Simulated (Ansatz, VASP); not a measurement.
## One calculation of TaN, two programs

The input INCAR:

```
  PREC = Accurate
  ENCUT = 520
  EDIFF = 1E-7
  ISMEAR = -1
  SIGMA = 0.08
  LREAL = F
  LASPH = T
  NELM = 60
  ALGO = Normal
  ISIF = 2
  LWAVE = F
  LCHARG = F
  GGA = PE
  NBANDS = 24
```

KPOINTS

```
regular mesh
0
Gamma
  11 11 6
```

File POSCAR:

```
TaN
1.0
    2.7855888308      0.0000000000      0.0000000000
   -1.3927944154      2.4123906920      0.0000000000
    0.0000000000      0.0000000000      5.7097467468
Ta N
2 2
Direct
    0.0000000000      0.0000000000      0.0000000000
    0.0000000000      0.0000000000      0.5000000000
    0.3333333333      0.6666666667      0.2500000000
    0.6666666667      0.3333333333      0.7500000000
```

Input for Ansatz:

```yaml
crystal:
  lattice:
    - [2.7855888308, 0.0, 0.0]
    - [-1.3927944154, 2.412390692, 0.0]
    - [0.0, 0.0, 5.7097467468]
  atoms:
    - { symbol: Ta, position: [0.0, 0.0, 0.0] }
    - { symbol: Ta, position: [0.0, 0.0, 0.5] }
    - { symbol: "N", position: [0.3333333333, 0.6666666667, 0.25] }
    - { symbol: "N", position: [0.6666666667, 0.3333333333, 0.75] }
kpoints:
  mp_grid: { grid: [11, 11, 6] }
scf:
  occupations: { method: fermi_dirac, width: 0.08 }
hamiltonian:
  xc: pbe
  pseudopotentials: { kind: all_electron, lapw: { basis_error: 0.001 } }
output:
  forces: true
  stress: true
  eigenvalues: true
  populations: true
```

Change from the starting cell: volume scaled by 0.88, LAPW.

Alike in both runs: task single point; functional PBE; k mesh 11 × 11 × 6; occupations fermi-dirac, width 0.08 eV; no spin polarisation.

|  | VASP | Ansatz |
| --- | --- | --- |
| version | VASP 6.6.1 | Ansatz 0.2.0 |
| potentials or method | VASP PAW PBE potentials, release 64 (Ta_pv, N), cutoff 520 eV | all-electron LAPW, scalar-relativistic |

```tsv
	VASP	Ansatz	Ansatz less VASP
pressure (GPa)	56.2	54.4	-1.81
traceless stress, the component that is largest in VASP (GPa)	0.10	-0.04	-0.144
```

Both programs put the cell under a high pressure, so it lies far from rest at this level. Ansatz ran all-electron here, and VASP with PAW potentials.

Neither program's run includes spin-orbit coupling.
